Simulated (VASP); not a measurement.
# HgTe (F-43m) in VASP: relaxation of cell and atoms with HSE06

Aim: the relaxation of cell and atoms of HgTe with HSE06.

Program: VASP 6.6.1. These are calculated values, not measurements. Logs are shortened: lines on timing, memory, paths and dates and some standing lists are left out, and cuts for length are marked.

## Step 1: The cell of the first run

Symmetry: F-43m, No. 216, cubic system. The conventional cell has a = 6.578 Å, b = 6.578 Å, c = 6.578 Å, α = 90.00°, β = 90.00°, γ = 90.00°. Hg (site symmetry -43m) has 4 Te at 2.85 Å within 3.8 Å. Te (site symmetry -43m) has 4 Hg at 2.85 Å within 3.8 Å.

## Step 2: Relaxation of cell and atoms, HSE06

File POSCAR:

```
HgTe
1.0
    0.0000000000      3.2891578929      3.2891578929
    3.2891578929      0.0000000000      3.2891578929
    3.2891578929      3.2891578929      0.0000000000
Hg Te
1 1
Direct
    0.0000000000      0.0000000000      0.0000000000
    0.2500000000      0.2500000000      0.2500000000
```

File INCAR.step1:

```
ALGO     = Normal         # electronic algorithm
EDIFF    = 1E-5           # SCF threshold, eV
ENCUT    = 600            # plane-wave cutoff, eV
GGA      = PE             # functional
ISMEAR   = -1             # smearing method
LASPH    = T              # aspherical terms in the spheres
LCHARG   = F              # write CHGCAR
LREAL    = F              # projectors in reciprocal space
LWAVE    = T              # write WAVECAR
NBANDS   = 16             # bands
NELM     = 60             # most SCF steps
PREC     = Accurate       # precision mode
SIGMA    = 0.02           # smearing width, eV
```

File INCAR.step2:

```
ALGO     = Normal         # electronic algorithm
EDIFF    = 1E-7           # SCF threshold, eV
EDIFFG   = -0.005         # ionic threshold
ENCUT    = 600            # plane-wave cutoff, eV
GGA      = PE             # functional
HFSCREEN = 0.2079         # screening, 1/A
IBRION   = 2              # ionic algorithm
ISIF     = 3              # what is computed and relaxed
ISMEAR   = -1             # smearing method
ISTART   = 1            
LASPH    = T              # aspherical terms in the spheres
LCHARG   = F              # write CHGCAR
LHFCALC  = T              # exact exchange
LREAL    = F              # projectors in reciprocal space
LWAVE    = F              # write WAVECAR
NELM     = 60             # most SCF steps
NSW      = 80             # ionic steps
PREC     = Accurate       # precision mode
PRECFOCK = Normal       
SIGMA    = 0.02           # smearing width, eV
```

File KPOINTS:

```
k-points
0
Gamma
  4 4 4
```

Potentials or basis: VASP PAW PBE potentials, release 64 (Hg, Te).

On the command line:

```console
> cat potpaw_PBE.64/Hg/POTCAR potpaw_PBE.64/Te/POTCAR > POTCAR
> cp INCAR.step1 INCAR
> mpirun -np 1 vasp_std > vasp.out
> cp INCAR.step2 INCAR
> mpirun -np 1 vasp_std > vasp.out
```

OUTCAR:

```text
EDIFF = 1E-7
   EDIFFG = -0.005
   ENCUT = 600
   GGA = PE
   HFSCREEN = 0.2079
   IBRION = 2
   ISIF = 3
   ISMEAR = -1
   ISTART = 1
   LASPH = T
   LHFCALC = T
   LREAL = F
   NELM = 60
   NSW = 80
   PREC = Accurate
   PRECFOCK = Normal

 ion  position               nearest neighbor table
   1  0.000  0.000  0.000-   2 2.85   2 2.85   2 2.85   2 2.85
   2  0.250  0.250  0.250-   1 2.85   1 2.85   1 2.85   1 2.85

  LATTYP: Found a face centered cubic cell.
 ALAT       =     6.5783157858

  Lattice vectors:

 A1 = (   0.0000000000,   3.2891578929,   3.2891578929)
 A2 = (   3.2891578929,   0.0000000000,   3.2891578929)
 A3 = (   3.2891578929,   3.2891578929,   0.0000000000)

Analysis of symmetry for initial positions (statically):
=====================================================================
 Subroutine PRICEL returns:
 Original cell was already a primitive cell.

 Routine SETGRP: Setting up the symmetry group for a
 face centered cubic supercell.

 Subroutine GETGRP returns: Found 24 space group operations
 (whereof 24 operations were pure point group operations)
 out of a pool of 48 trial point group operations.

The static configuration has the point symmetry T_d .

Analysis of symmetry for dynamics (positions and initial velocities):
=====================================================================
 Subroutine PRICEL returns:
 Original cell was already a primitive cell.

 Routine SETGRP: Setting up the symmetry group for a
 face centered cubic supercell.

 Subroutine GETGRP returns: Found 24 space group operations
 (whereof 24 operations were pure point group operations)
 out of a pool of 48 trial point group operations.

The dynamic configuration has the point symmetry T_d .

 Subroutine INISYM returns: Found 24 space group operations
 (whereof 24 operations are pure point group operations),
 and found     1 'primitive' translations

----------------------------------------------------------------------------------------

                                     Primitive cell

  volume of cell :      71.1679

  direct lattice vectors                    reciprocal lattice vectors
     0.000000000  3.289157893  3.289157893    -0.152014593  0.152014593  0.152014593
[... 68 lines left out ...]
   NELM   =     60;   NELMIN=  2; NELMDL=  0     # of ELM steps
   EDIFF  = 0.1E-06   stopping-criterion for ELM
   LREAL  =      F    real-space projection
   EDIFFG = -.5E-02   stopping-criterion for IOM
   NSW    =     80    number of steps for IOM
   IBRION =      2    ionic relax: 0-MD 1-quasi-New 2-CG
   NFREE  =      1    steps in history (QN), initial steepest desc. (CG)
   ISIF   =      3    stress and relaxation
   ISYM   =      3    0-nonsym 1-usesym 2-fastsym
   POTIM  = 0.5000    time-step for ionic-motion
   TEBEG  =    0.0;   TEEND  =   0.0 temperature during run
   PSTRESS=    0.0 pullay stress
   NELECT =      18.0000    total number of electrons
   NUPDOWN=      -1.0000    fix difference up-down
   EMIN   =  10.00;   EMAX   =-10.00  energy-range for DOS
   EFERMI =   0.00;   METHOD = LEGACY
   ISMEAR =    -1;   SIGMA  =   0.02  broadening in eV -4-tet -1-fermi 0-gaus
   EFERMI_NEDOS =   21; number of points for ismear=-14 and -15
   IALGO  =     38    algorithm
   IMIX   =      1    mixing-type and parameters
     AMIX     =   0.40;   BMIX     =  1.00
     AMIX_MAG =   1.60;   BMIX_MAG =  1.00
  volume/ion in A,a.u.               =      35.58       240.13
  Fermi-wavevector in a.u.,A,eV,Ry     =   1.035311  1.956455 14.583669  1.071869
  Thomas-Fermi vector in A             =   2.169648
   LORBIT       =      0    0 simple, 1 ext, 2 COOP (PROOUT), +10 PAW based schemes
   GGA     = PE    functional components
   LHFCALC =     T    Hartree Fock is set to
   PRECFOCK=normal    Normal, Fast or Accurate (Low or Medium for compatibility)
   ENCUT4O =  -1.0   cutoff for four orbital integrals eV
   NKREDX  =     1    reduce k-point grid by
   NKREDY  =     1    reduce k-point grid by
   NKREDZ  =     1    reduce k-point grid by
   AEXX    =    0.2500 exact exchange contribution
   HFSCREEN=    0.2079 screening length (either q_TF or 0.3 A-1)
   HFSCREENC=   0.2079 screening length for correlation (either q_TF or 0.3 A-1)
   ENCUTFOCK=  -1.0 apply spherical cutoff to Coloumb kernel
   IVDW    =     0    specifies the selected vdW correction
   LEPSILON=     F    determine dielectric tensor
   LRPA    =     F    only Hartree local field effects (RPA)
 conjugate gradient relaxation of ions
 non-spin polarized calculation
  energy-cutoff  :      600.00
  volume of cell :       71.17
 maximum number of plane-waves:      2421
 NGX is ok and might be reduce to    40
  NGX = 28; NGY = 28; NGZ = 28

--------------------------------------- Ionic step        1  -------------------------------------------

 number of electron      17.9999999 magnetization

 Free energy of the ion-electron system (eV)
  ---------------------------------------------------
  ext. energy  EPLUGINS =         0.00000000
  ---------------------------------------------------
  free energy    TOTEN  =        -4.66854795 eV

  energy without entropy =       -4.66735447  energy(sigma->0) =       -4.66795121

------------------------ aborting loop because EDIFF is reached ----------------------------------------

  FORCE on cell =-STRESS in cart. coord.  units (eV):
  Direction    XX          YY          ZZ          XY          YZ          ZX
  --------------------------------------------------------------------------------------
  -------------------------------------------------------------------------------------
  Total        0.0541920      0.0541920      0.0541920     -0.0000000     -0.0000000      0.0000000
  in kB        1.2200044      1.2200044      1.2200044     -0.0000000     -0.0000000      0.0000000
  external PRESSURE =       1.2200044 kB  Pullay stress =       0.0000000 kB
[... 59 lines left out ...]
--------------------------------------- Ionic step        3  -------------------------------------------

 number of electron      17.9999999 magnetization

 Free energy of the ion-electron system (eV)
  ---------------------------------------------------
  ext. energy  EPLUGINS =         0.00000000
  ---------------------------------------------------
  free energy    TOTEN  =        -4.66862807 eV

  energy without entropy =       -4.66743460  energy(sigma->0) =       -4.66803133

 E-fermi :   2.0984     XC(G=0):  -7.0880

 val. band max:        2.0845648840   @ k =   0.0000   0.0000   0.0000
 cond. band min:       3.4339690282   @ k =   0.5000   0.0000   0.0000
 fundamental gap:      1.3494041441
 Fermi energy:         2.0984264799

 k-point     1 :       0.0000    0.0000    0.0000
  band No.  band energies     occupation
      1     -10.5319      2.00000
      2      -6.0731      2.00000
      3      -6.0731      2.00000
      4      -6.0731      2.00000
      5      -5.6054      2.00000
      6      -5.6054      2.00000
      7       1.8167      2.00000
      8       2.0846      1.33338
      9       2.0846      1.33332
     10       2.0846      1.33330
     11       7.1672      0.00000
     12       7.1672      0.00000
     13       7.1672      0.00000
[... 139 lines left out ...]
  FREE ENERGIE OF THE ION-ELECTRON SYSTEM (eV)
  ---------------------------------------------------
  free  energy   TOTEN  =        -4.6686280684 eV

  energy  without entropy=       -4.6674345975  energy(sigma->0) =       -4.66803133

 reached required accuracy - stopping structural energy minimisation
```

Wall time 68 min (1 thread of Intel Xeon 8259CL, shared host); peak memory 0.37 GiB.

Results:

```yaml
Free_energy: -4.6686 eV
Relaxed_volume: 35.69 Å³/atom
Relaxed_cell: a = 4.656 Å, b = 4.656 Å, c = 4.656 Å, α = 60.00°, β = 60.00°, γ = 60.00°
Space_group_after_relaxing_to_0.1_Å: F-43m (No. 216)
Energy_gained_by_relaxing: 0.0 meV/atom
Ionic_steps: 3
Pressure_after_relaxing: 0.0 GPa
Band_gap_on_the_k_mesh: zero (filled and empty bands touch)
```

Final structure:
```
Hg Te
1.0
     0.00000    3.29244    3.29244
     3.29244    0.00000    3.29244
     3.29244    3.29244    0.00000
Hg Te
1 1
Direct
  0.00000 0.00000 0.00000
  0.25000 0.25000 0.25000
```

Caveat: the k points lie up to 0.41 Å⁻¹ apart in the final cell; the PAW data sets were made with another functional, which shifts forces and pressure a little; spin-orbit coupling is left out, which moves the levels of the heavy elements.
